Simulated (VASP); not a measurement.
Here is a VASP 6.6.1 calculation.

File POSCAR:

```
Ag
1.0
    2.9103349780      0.0000000000      0.0000000000
   -1.4551674890      2.5204240244      0.0000000000
    0.0000000000      0.0000000000      4.7578513803
Ag
2
Direct
    0.6666666667      0.3333333333      0.7500000000
    0.3333333333      0.6666666667      0.2500000000
```

File INCAR.step1:

```
ALGO = Normal
EDIFF = 1E-5
ENCUT = 520
GGA = PE
ISIF = 2
ISMEAR = -1
LASPH = T
LREAL = F
LWAVE = T
NBANDS = 18
NELM = 60
PREC = Accurate
SIGMA = 0.05
```

Contents of INCAR.step2:

```
AEXX = 0.25
ALGO = Normal
EDIFF = 1E-6
ENCUT = 520
GGA = PE
HFSCREEN = 0.3
ISIF = 2
ISMEAR = -1
ISTART = 1
LASPH = T
LCHARG = T
LELF = T
LHFCALC = T
LREAL = F
LVHAR = T
LWAVE = F
NBANDS = 18
NELM = 60
PREC = Accurate
PRECFOCK = Normal
SIGMA = 0.05
```

Contents of KPOINTS:

```
k-points
0
Gamma
  5 5 3
```

Potentials or basis: VASP PAW PBE potentials, release 64 (Ag).

Launch:

```bash
$ cat potpaw_PBE.64/Ag/POTCAR > POTCAR
$ cp INCAR.step1 INCAR
$ mpirun -np 1 vasp_std > vasp.out
$ cp INCAR.step2 INCAR
$ mpirun -np 1 vasp_std > vasp.out
```

What does it give for the pressure?

1.1 GPa.

What does it give for the band gap on the k mesh?

Zero (bands 11 and 12 overlap by 5.82 eV).

Stress tensor (GPa, compression positive):
```
0.42 0.00 0.00
0.00 0.42 0.00
0.00 0.00 2.52
```

Caveat: the k points lie up to 0.50 Å⁻¹ apart, too coarse for converged energies and pressures of a metal; the PAW data sets were made with another functional, which shifts forces and pressure a little.
